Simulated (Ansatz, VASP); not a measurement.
## Two plane-wave programs on MgO

File INCAR:

```
  ALGO = Normal
  EDIFF = 1E-6
  ENCUT = 600
  GGA = CA
  GGA_COMPAT = F
  ISIF = 2
  ISMEAR = 0
  LASPH = T
  LCHARG = F
  LREAL = F
  LWAVE = F
  NBANDS = 11
  NELM = 120
  PREC = Accurate
  SIGMA = 0.02
```

KPOINTS

```
k-points
0
Gamma
  10 10 10
```

Contents of POSCAR:

```
MgO
1.0
    0.0000000000      2.0593303401      2.0593303401
    2.0593303401      0.0000000000      2.0593303401
    2.0593303401      2.0593303401      0.0000000000
Mg O
1 1
Direct
    0.0000000000      0.0000000000      0.0000000000
    0.5000000000      0.5000000000      0.5000000000
```

Input for Ansatz:

```yaml
crystal:
  lattice:
    - [0.0, 2.0593303401, 2.0593303401]
    - [2.0593303401, 0.0, 2.0593303401]
    - [2.0593303401, 2.0593303401, 0.0]
  atoms:
    - { symbol: Mg, position: [0.0, 0.0, 0.0] }
    - { symbol: O, position: [0.5, 0.5, 0.5] }
basis:
  ecutwfc: 420
kpoints:
  mp_grid: { grid: [10, 10, 10] }
hamiltonian:
  xc: lda
  pseudopotentials: { kind: paw, azcp: { folder: soft_1 } }
scf:
  occupations: { method: gaussian, width: 0.02 }
output:
  forces: true
  stress: true
  eigenvalues: true
```

Alike in both runs: task single point; functional LDA; k mesh 10 × 10 × 10; occupations gaussian, width 0.02 eV; no spin polarisation.

```csv
,VASP,Ansatz
version,VASP 6.6.1,Ansatz 0.2.0
potentials or method,"VASP PAW LDA potentials, release 64 (Mg, O), cutoff 600 eV","scalar-relativistic, plane waves, PAW"
valence electrons in the cell,8,16
```

|  | VASP | Ansatz | Ansatz less VASP |
| --- | --- | --- | --- |
| gap on the k mesh at the Fermi level (eV) | 5.34 | 5.34 | +0.003 |
| least direct gap on the mesh (eV) | 5.34 | 5.34 | +0.003 |
| pressure (GPa) | 3.4 | 5.6 | +2.16 |

Ansatz warns that its potentials were made for another functional, while VASP's fit it. LDA's correlation is that of Perdew and Zunger in VASP and of Perdew and Wang (1992) in Ansatz. VASP's potentials hold 8 valence electrons a cell and Ansatz's 16, so a difference there can come from the potentials and not from the codes.
